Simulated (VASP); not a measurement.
# GaP in VASP: settings compared

The runs below take GaP through single point, with r2SCAN, HSE06.

Everything below comes from runs of VASP 6.6.1. Logs are shortened: lines on timing, memory, paths and dates and some standing lists are left out, and cuts for length are marked.

### Step 1. The cell of the first run

Symmetry: F-43m, No. 216, cubic system. Conventional cell: a = 5.451 Å, b = 5.451 Å, c = 5.451 Å, α = 90.00°, β = 90.00°, γ = 90.00°. Ga (site symmetry -43m) has 4 P at 2.36 Å within 3.1 Å. Within 3.1 Å of P (site symmetry -43m) lie 4 Ga at 2.36 Å.

### Step 2. Single point, r2SCAN, non-collinear spin, zero start, spin-orbit coupling

POSCAR reads:

```
GaP
1.0
    0.0000000000      2.7253992874      2.7253992874
    2.7253992874      0.0000000000      2.7253992874
    2.7253992874      2.7253992874      0.0000000000
Ga P
1 1
Direct
    0.0000000000      0.0000000000      0.0000000000
    0.2500000000      0.2500000000      0.2500000000
```

INCAR.step1 reads:

```
SYSTEM = GaP
PREC = Accurate
ENCUT = 520
ISMEAR = 0
SIGMA = 0.01
LREAL = .FALSE.
LASPH = .TRUE.
NELM = 150
MAGMOM = 0 0 0 0 0 0
LSORBIT = .TRUE.
GGA_COMPAT = .FALSE.
NBANDS = 30
GGA = PE
ALGO = Normal
EDIFF = 1E-4
LWAVE = .TRUE.
LCHARG = .FALSE.
```

INCAR.step2 reads:

```
SYSTEM = GaP
PREC = Accurate
ENCUT = 520
EDIFF = 1E-7
ISMEAR = 0
SIGMA = 0.01
LREAL = .FALSE.
LASPH = .TRUE.
NELM = 150
ALGO = Normal
ISIF = 2
LWAVE = .FALSE.
LCHARG = .FALSE.
MAGMOM = 0 0 0 0 0 0
LORBIT = 11
LSORBIT = .TRUE.
GGA_COMPAT = .FALSE.
LORBMOM = .TRUE.
METAGGA = R2SCAN
LMIXTAU = .TRUE.
NBANDS = 30
ISTART = 1
```

KPOINTS reads:

```
regular mesh
0
G
  8 8 8
  0 0 0
```

Potentials or basis: VASP PAW PBE potentials, release 64 (Ga_d, P).

On the command line:

```
cat potpaw_PBE.64/Ga_d/POTCAR potpaw_PBE.64/P/POTCAR > POTCAR
cp INCAR.step1 INCAR
mpirun -np 1 vasp_ncl > vasp.out
cp INCAR.step2 INCAR
mpirun -np 1 vasp_ncl > vasp.out
```

OUTCAR:

```text
SYSTEM = GaP
   PREC = Accurate
   ENCUT = 520
   EDIFF = 1E-7
   ISMEAR = 0
   LREAL = .FALSE.
   LASPH = .TRUE.
   NELM = 150
   ISIF = 2
   LORBIT = 11
   LSORBIT = .TRUE.
   METAGGA = R2SCAN
   ISTART = 1

 ion  position               nearest neighbor table
   1  0.000  0.000  0.000-   2 2.36   2 2.36   2 2.36   2 2.36
   2  0.250  0.250  0.250-   1 2.36   1 2.36   1 2.36   1 2.36

  LATTYP: Found a face centered cubic cell.
 ALAT       =     5.4507985748

  Lattice vectors:

 A1 = (   0.0000000000,   2.7253992874,   2.7253992874)
 A2 = (   2.7253992874,   0.0000000000,   2.7253992874)
 A3 = (   2.7253992874,   2.7253992874,   0.0000000000)

Analysis of symmetry for initial positions (statically):
=====================================================================
 Subroutine PRICEL returns:
 Original cell was already a primitive cell.

 Routine SETGRP: Setting up the symmetry group for a
 face centered cubic supercell.

 Subroutine GETGRP returns: Found 24 space group operations
 (whereof 24 operations were pure point group operations)
 out of a pool of 48 trial point group operations.

The static configuration has the point symmetry T_d .

Analysis of symmetry for dynamics (positions and initial velocities):
=====================================================================
 Subroutine PRICEL returns:
 Original cell was already a primitive cell.

 Routine SETGRP: Setting up the symmetry group for a
 face centered cubic supercell.

 Subroutine GETGRP returns: Found 24 space group operations
 (whereof 24 operations were pure point group operations)
 out of a pool of 48 trial point group operations.

The dynamic configuration has the point symmetry T_d .

Analysis of structural, dynamic, and magnetic symmetry:
=====================================================================
 Subroutine PRICEL returns:
 Original cell was already a primitive cell.

 Routine SETGRP: Setting up the symmetry group for a
 face centered cubic supercell.

 Subroutine GETGRP returns: Found 24 space group operations
 (whereof 24 operations were pure point group operations)
 out of a pool of 48 trial point group operations.

The overall configuration has the point symmetry T_d .

 Subroutine INISYM returns: Found 24 space group operations
 (whereof 24 operations are pure point group operations),
 and found     1 'primitive' translations

----------------------------------------------------------------------------------------

                                     Primitive cell

  volume of cell :      40.4874

  direct lattice vectors                    reciprocal lattice vectors
     0.000000000  2.725399287  2.725399287    -0.183459357  0.183459357  0.183459357
     2.725399287  0.000000000  2.725399287     0.183459357 -0.183459357  0.183459357
     2.725399287  2.725399287  0.000000000     0.183459357  0.183459357 -0.183459357

  length of vectors
     3.854296635  3.854296635  3.854296635     0.317760927  0.317760927  0.317760927

  position of ions in fractional coordinates (direct lattice)
     0.000000000  0.000000000  0.000000000
     0.250000000  0.250000000  0.250000000

  ion indices of the primitive-cell ions
   primitive index   ion index
                 1           1
                 2           2

----------------------------------------------------------------------------------------

 KPOINTS: regular mesh

Automatic generation of k-mesh.
 Grid dimensions read from file:
 generate k-points for:    8    8    8

 Generating k-lattice:

  Cartesian coordinates                     Fractional coordinates (reciprocal lattice)
    -0.022932420  0.022932420  0.022932420     0.125000000  0.000000000  0.000000000
[... 100 lines left out ...]

 number of electron      17.9999989 magnetization      -0.0000000     -0.0000000     -0.0000000

 number of electron      17.9999989 magnetization       0.0000000      0.0000000     -0.0000000

 Free energy of the ion-electron system (eV)
  ---------------------------------------------------
  ext. energy  EPLUGINS =         0.00000000
  ---------------------------------------------------
  free energy    TOTEN  =       -21.46884289 eV

  energy without entropy =      -21.46884289  energy(sigma->0) =      -21.46884289

 E-fermi :   4.5364     XC(G=0): -10.5481

 val. band max:        4.4869628626   @ k =   0.0000   0.0000   0.0000
 cond. band min:       6.3625735230   @ k =   0.3750   0.3750   0.0000
 fundamental gap:      1.8756106604
 Fermi energy:         4.5364280260

 k-point     1 :       0.0000    0.0000    0.0000
  band No.  band energies     occupation
      1     -10.7640      1.00000
      2     -10.7640      1.00000
      3     -10.7640      1.00000
      4     -10.7640      1.00000
      5     -10.3468      1.00000
      6     -10.3468      1.00000
[... 781 lines left out ...]
     29      16.8858      0.00000
     30      16.8903      0.00000

 [... further k-points ...]

------------------------ aborting loop because EDIFF is reached ----------------------------------------

  FORCE on cell =-STRESS in cart. coord.  units (eV):
  Direction    XX          YY          ZZ          XY          YZ          ZX
  --------------------------------------------------------------------------------------
  -------------------------------------------------------------------------------------
  Total       -0.0127042     -0.0127042     -0.0127042      0.0000000      0.0000000     -0.0000000
  in kB       -0.5027328     -0.5027328     -0.5027328      0.0000000      0.0000000     -0.0000000
  external PRESSURE =      -0.5027328 kB  Pullay stress =       0.0000000 kB

 VOLUME and BASIS-vectors are now :
 -----------------------------------------------------------------------------
  energy-cutoff  :      520.00
  volume of cell :       40.49
      direct lattice vectors                 reciprocal lattice vectors
     0.000000000  2.725399287  2.725399287    -0.183459357  0.183459357  0.183459357
     2.725399287  0.000000000  2.725399287     0.183459357 -0.183459357  0.183459357
     2.725399287  2.725399287  0.000000000     0.183459357  0.183459357 -0.183459357

 POSITION                                       TOTAL-FORCE (eV/Angst)
 -----------------------------------------------------------------------------------
      0.00000      0.00000      0.00000        -0.000000     -0.000000     -0.000000
      1.36270      1.36270      1.36270         0.000000      0.000000      0.000000
 -----------------------------------------------------------------------------------
    total drift:                               -0.000002     -0.000002     -0.000002

  FREE ENERGIE OF THE ION-ELECTRON SYSTEM (eV)
  ---------------------------------------------------
  free  energy   TOTEN  =       -21.4688428852 eV

  energy  without entropy=      -21.4688428852  energy(sigma->0) =      -21.46884289

 orbital moment (x)

 # of ion     p       d       tot
 ----------------------------------------
  1         0.000  -0.000   0.000
  2         0.000   0.000   0.000
 ----------------------------------------
            0.000  -0.000   0.000

 orbital moment (y)

 # of ion     p       d       tot
 ----------------------------------------
  1         0.000  -0.000   0.000
  2        -0.000   0.000  -0.000
 ----------------------------------------
            0.000  -0.000   0.000

 orbital moment (z)

 # of ion     p       d       tot
 ----------------------------------------
  1        -0.000  -0.000  -0.000
  2         0.000   0.000   0.000
 ----------------------------------------
           -0.000  -0.000  -0.000

 Spin-Orbit-Coupling matrix elements

 Ion:    1  E_soc:     -0.0112328
 l=   1
     0.0000000    -0.0010465    -0.0010465
    -0.0010465     0.0000000    -0.0010465
    -0.0010465    -0.0010465     0.0000000
 l=   2
     0.0000000    -0.0001683     0.0000000    -0.0001683    -0.0006573
    -0.0001683     0.0000000    -0.0004930    -0.0001683    -0.0001643
     0.0000000    -0.0004930     0.0000000    -0.0004930     0.0000000
    -0.0001683    -0.0001683    -0.0004930     0.0000000    -0.0001643
    -0.0006573    -0.0001643     0.0000000    -0.0001643     0.0000000
 l=   3
     0.0000000     0.0000000     0.0000000     0.0000000     0.0000000     0.0000000     0.0000000
     0.0000000     0.0000000     0.0000000     0.0000000     0.0000000     0.0000000     0.0000000
     0.0000000     0.0000000     0.0000000     0.0000000     0.0000000     0.0000000     0.0000000
     0.0000000     0.0000000     0.0000000     0.0000000     0.0000000     0.0000000     0.0000000
     0.0000000     0.0000000     0.0000000     0.0000000     0.0000000     0.0000000     0.0000000
     0.0000000     0.0000000     0.0000000     0.0000000     0.0000000     0.0000000     0.0000000
     0.0000000     0.0000000     0.0000000     0.0000000     0.0000000     0.0000000     0.0000000

 Ion:    2  E_soc:     -0.0008333
 l=   1
     0.0000000    -0.0001389    -0.0001389
    -0.0001389     0.0000000    -0.0001389
    -0.0001389    -0.0001389     0.0000000
 l=   2
     0.0000000     0.0000000     0.0000000     0.0000000     0.0000000
     0.0000000     0.0000000     0.0000000     0.0000000     0.0000000
     0.0000000     0.0000000     0.0000000     0.0000000     0.0000000
     0.0000000     0.0000000     0.0000000     0.0000000     0.0000000
     0.0000000     0.0000000     0.0000000     0.0000000     0.0000000
 l=   3
     0.0000000     0.0000000     0.0000000     0.0000000     0.0000000     0.0000000     0.0000000
     0.0000000     0.0000000     0.0000000     0.0000000     0.0000000     0.0000000     0.0000000
     0.0000000     0.0000000     0.0000000     0.0000000     0.0000000     0.0000000     0.0000000
     0.0000000     0.0000000     0.0000000     0.0000000     0.0000000     0.0000000     0.0000000
     0.0000000     0.0000000     0.0000000     0.0000000     0.0000000     0.0000000     0.0000000
     0.0000000     0.0000000     0.0000000     0.0000000     0.0000000     0.0000000     0.0000000
     0.0000000     0.0000000     0.0000000     0.0000000     0.0000000     0.0000000     0.0000000

 total charge

# of ion       s       p       d       tot
------------------------------------------
    1        0.831   0.847  10.018  11.696
    2        1.009   1.541   0.000   2.550
--------------------------------------------------
tot          1.840   2.388  10.018  14.246

 magnetization (x)

# of ion       s       p       d       tot
------------------------------------------
    1       -0.000   0.000   0.000   0.000
    2        0.000  -0.000   0.000   0.000
--------------------------------------------------
tot          0.000   0.000   0.000   0.000

 magnetization (y)

# of ion       s       p       d       tot
------------------------------------------
    1       -0.000   0.000  -0.000  -0.000
    2        0.000   0.000   0.000   0.000
--------------------------------------------------
tot         -0.000   0.000  -0.000  -0.000

 magnetization (z)

# of ion       s       p       d       tot
------------------------------------------
    1       -0.000  -0.000   0.000  -0.000
    2        0.000  -0.000   0.000  -0.000
--------------------------------------------------
tot         -0.000  -0.000   0.000  -0.000
```

Wall time 9.7 min (1 thread of Intel Xeon 6975P-C (Granite Rapids), shared host); peak memory 0.36 GiB.

Results:

```yaml
Free_energy: -21.4688 eV
Pressure: -0.1 GPa
Net_moment: 0.00 μB per cell
Valence_electrons_inside_the_program's_atomic_spheres: Ga 11.70; P 2.55
```

Moments on the atoms (μB; x, y, z):
```
Ga  0.00 0.00 0.00
P   0.00 0.00 0.00
```

Caveat: the PAW data sets were made with another functional, which shifts forces and pressure a little.

### Step 3. Single point, HSE06 (uniaxial z strain +2.0%)

POSCAR reads:

```
GaP
1.0
    0.0000000000      2.7253992874      2.7799072732
    2.7253992874      0.0000000000      2.7799072732
    2.7253992874      2.7253992874      0.0000000000
Ga P
1 1
Direct
    0.0000000000      0.0000000000      0.0000000000
    0.2500000000      0.2500000000      0.2500000000
```

INCAR.step1 reads:

```
PREC     = Accurate       # precision mode
ENCUT    = 520            # plane-wave cutoff, eV
EDIFF    = 1E-5           # SCF threshold, eV
ISMEAR   = 0              # smearing method
SIGMA    = 0.01           # smearing width, eV
LREAL    = F              # projectors in reciprocal space
LASPH    = T              # aspherical terms in the spheres
NELM     = 80             # most SCF steps
ALGO     = Normal         # electronic algorithm
ISIF     = 2              # what is computed and relaxed
LWAVE    = T              # write WAVECAR
NBANDS   = 16             # bands
GGA      = PE             # functional
```

INCAR.step2 reads:

```
PREC     = Accurate       # precision mode
ENCUT    = 520            # plane-wave cutoff, eV
EDIFF    = 1E-6           # SCF threshold, eV
ISMEAR   = 0              # smearing method
SIGMA    = 0.01           # smearing width, eV
LREAL    = F              # projectors in reciprocal space
LASPH    = T              # aspherical terms in the spheres
NELM     = 80             # most SCF steps
ALGO     = Normal         # electronic algorithm
ISIF     = 2              # what is computed and relaxed
LWAVE    = F              # write WAVECAR
LCHARG   = T              # write CHGCAR
GGA      = PE             # functional
LHFCALC  = T              # exact exchange
HFSCREEN = 0.2079         # screening, 1/A
PRECFOCK = Normal       
LELF     = T              # ELF
LVHAR    = T            
NBANDS   = 16             # bands
ISTART   = 1
```

KPOINTS reads:

```
regular mesh
0
Gamma
  6 6 6
```

Potentials or basis: VASP PAW PBE potentials, release 64 (Ga_d, P).

On the command line:

```
cat potpaw_PBE.64/Ga_d/POTCAR potpaw_PBE.64/P/POTCAR > POTCAR
cp INCAR.step1 INCAR
mpirun -np 1 vasp_std > vasp.out
cp INCAR.step2 INCAR
mpirun -np 1 vasp_std > vasp.out
```

It took 38 min on 1 thread of Intel Xeon 6975P-C (Granite Rapids), shared host; peak memory 0.3 GiB.

It converged, with:

```
Free energy            : -10.7756 eV
Pressure               : -1.2 GPa
Band gap on the k mesh : 2.25 eV (least direct gap 2.57 eV)
```

Stress tensor (GPa, compression positive):
```
-0.60  0.00  0.00
 0.00 -0.60  0.00
 0.00  0.00 -2.28
```

Levels at points of the mesh, in eV from the valence-band top:
| k point | band 6 | band 7 | band 8 | band 9 | band 10 | band 11 | band 12 | band 13 |
| --- | --- | --- | --- | --- | --- | --- | --- | --- |
| (0.00, 0.00, 0.00) | -13.66 | -0.12 | 0.00 | 0.00 | 2.57 | 4.72 | 4.72 | 4.76 |
| (0.50, 0.00, 0.00) | -11.50 | -7.15 | -1.31 | -1.13 | 2.39 | 5.51 | 5.66 | 9.18 |
| (0.50, 0.50, 0.00) | -10.62 | -7.36 | -2.79 | -2.79 | 2.39 | 2.67 | 11.87 | 11.87 |
| (0.50, 0.00, 0.50) | -10.52 | -7.22 | -2.95 | -2.93 | 2.25 | 2.47 | 11.82 | 11.83 |

Caveat: the cell differs from its parent crystal (uniaxial z strain +2.0%); the PAW data sets were made with another functional, which shifts forces and pressure a little. A k mesh can miss the band edges.

### Step 4. Single point, HSE06 (uniaxial z strain -2.0%)

POSCAR reads:

```
GaP
1.0
    0.0000000000      2.7253992874      2.6708913017
    2.7253992874      0.0000000000      2.6708913017
    2.7253992874      2.7253992874      0.0000000000
Ga P
1 1
Direct
    0.0000000000      0.0000000000      0.0000000000
    0.2500000000      0.2500000000      0.2500000000
```

INCAR.step1 reads:

```
PREC = Accurate
ENCUT = 520
EDIFF = 1E-5
ISMEAR = 0
SIGMA = 0.01
LREAL = False
LASPH = True
NELM = 100
ALGO = Normal
ISIF = 2
LWAVE = True
NBANDS = 16
GGA = PE
```

INCAR.step2 reads:

```
PREC = Accurate
ENCUT = 520
EDIFF = 1E-7
ISMEAR = 0
SIGMA = 0.01
LREAL = False
LASPH = True
NELM = 100
ALGO = Normal
ISIF = 2
LWAVE = False
LCHARG = True
GGA = PE
LHFCALC = True
HFSCREEN = 0.2079
PRECFOCK = Normal
LELF = True
LVHAR = True
NBANDS = 16
ISTART = 1
```

KPOINTS reads:

```
Automatic mesh
0
Gamma
  6 6 6
```

On the command line:

```
cat potpaw_PBE.64/Ga_d/POTCAR potpaw_PBE.64/P/POTCAR > POTCAR
cp INCAR.step1 INCAR
mpirun -np 1 vasp_std > vasp.out
cp INCAR.step2 INCAR
mpirun -np 1 vasp_std > vasp.out
```

It took 2.8 h on 1 thread of Oxide Virtual Turin-like, shared host; peak memory 0.26 GiB.

Results (log left out):

```yaml
Free_energy: -10.7699 eV
Pressure: 2.4 GPa
Band_gap_on_the_k_mesh: 2.08 eV (least direct gap 2.90 eV)
```

Stress tensor (GPa, compression positive):
```
1.88 0.00 0.00
0.00 1.88 0.00
0.00 0.00 3.48
```

Levels at points of the mesh, in eV from the valence-band top:
```
           k point  band 7  band 8  band 9  band 10  band 11  band 12
(0.00, 0.00, 0.00)   -0.12   -0.12    0.00     2.90     4.67     4.71
(0.50, 0.00, 0.00)   -7.44   -1.41   -1.23     2.49     5.45     5.64
(0.50, 0.50, 0.00)   -7.41   -3.18   -3.18     2.08     2.33    12.13
(0.50, 0.00, 0.50)   -7.56   -3.04   -3.01     2.22     2.54    12.11
```

Caveat: the cell differs from its parent crystal (uniaxial z strain -2.0%); the PAW data sets were made with another functional, which shifts forces and pressure a little.

### Step 5. Single point, HSE06 (uniaxial z strain +4.0%)

POSCAR reads:

```
GaP
1.0
    0.0000000000      2.7253992874      2.8344152589
    2.7253992874      0.0000000000      2.8344152589
    2.7253992874      2.7253992874      0.0000000000
Ga P
1 1
Direct
    0.0000000000      0.0000000000      0.0000000000
    0.2500000000      0.2500000000      0.2500000000
```

INCAR.step1 reads:

```
  ALGO = Normal
  EDIFF = 1E-5
  ENCUT = 520
  GGA = PE
  ISIF = 2
  ISMEAR = 0
  LASPH = T
  LREAL = F
  LWAVE = T
  NBANDS = 16
  NELM = 100
  PREC = Accurate
  SIGMA = 0.01
```

INCAR.step2 reads:

```
  ALGO = Normal
  EDIFF = 1E-6
  ENCUT = 520
  GGA = PE
  HFSCREEN = 0.2079
  ISIF = 2
  ISMEAR = 0
  ISTART = 1
  LASPH = T
  LCHARG = T
  LELF = T
  LHFCALC = T
  LREAL = F
  LVHAR = T
  LWAVE = F
  NBANDS = 16
  NELM = 100
  PREC = Accurate
  PRECFOCK = Normal
  SIGMA = 0.01
```

KPOINTS reads:

```
k-points
0
Gamma
  6 6 6
```

On the command line:

```
cat potpaw_PBE.64/Ga_d/POTCAR potpaw_PBE.64/P/POTCAR > POTCAR
cp INCAR.step1 INCAR
mpirun -np 1 vasp_std > vasp.out
cp INCAR.step2 INCAR
mpirun -np 1 vasp_std > vasp.out
```

Run time: 2.7 h. Hardware: 1 thread of Oxide Virtual Turin-like, shared host; peak memory 0.27 GiB.

Results (log left out):

- Free energy: -10.7571 eV
- Pressure: -2.7 GPa
- Band gap on the k mesh: 2.20 eV (least direct gap 2.34 eV)

Stress tensor (GPa, compression positive):
```
-1.58  0.00  0.00
 0.00 -1.58  0.00
 0.00  0.00 -4.98
```

Levels at points of the mesh, in eV from the valence-band top:
```tsv
k point	band 6	band 7	band 8	band 9	band 10	band 11	band 12	band 13
(0.00, 0.00, 0.00)	-13.55	-0.24	0.00	0.00	2.34	4.67	4.67	4.76
(0.50, 0.00, 0.00)	-11.45	-7.07	-1.40	-1.06	2.25	5.42	5.70	9.11
(0.50, 0.50, 0.00)	-10.65	-7.39	-2.67	-2.67	2.47	2.77	11.67	11.67
(0.50, 0.00, 0.50)	-10.48	-7.12	-2.96	-2.93	2.20	2.39	11.52	11.56
```

Caveat: the cell differs from its parent crystal (uniaxial z strain +4.0%); the PAW data sets were made with another functional, which shifts forces and pressure a little. A k mesh can miss the band edges.

### Step 6. Overview

| level | spin | cell | k mesh | grid for exact exchange (PRECFOCK) | share of exact exchange | screening parameter | gap on the mesh (eV) | pressure (GPa) |
| --- | --- | --- | --- | --- | --- | --- | --- | --- |
| r2SCAN | non-collinear, zero start, SOC | a = 3.854 Å, angles 60.0°, 2 atoms | 8 × 8 × 8 | - | - | - | - | -0.1 |
| HSE06 | off | a = 3.893, b = 3.893, c = 3.854 Å, angles 60.3, 60.3, 59.3°, 2 atoms | 6 × 6 × 6 | Normal | 0.25 | 0.2079 1/Å | 2.25 | -1.2 |
| HSE06 | off | a = 3.816, b = 3.816, c = 3.854 Å, angles 59.7, 59.7, 60.7°, 2 atoms | 6 × 6 × 6 | Normal | 0.25 | 0.2079 1/Å | 2.08 | 2.4 |
| HSE06 | off | a = 3.932, b = 3.932, c = 3.854 Å, angles 60.7, 60.7, 58.7°, 2 atoms | 6 × 6 × 6 | Normal | 0.25 | 0.2079 1/Å | 2.20 | -2.7 |

Alike in all rows: task single point; potentials or basis VASP PAW PBE potentials, release 64 (Ga_d, P); cutoff (eV) 520; smearing gaussian 0.01 eV.

Caveats: the PAW data sets were made with another functional, which shifts forces and pressure a little.

Total energies depend on the potentials used, so only differences within one code and one set of settings carry meaning.
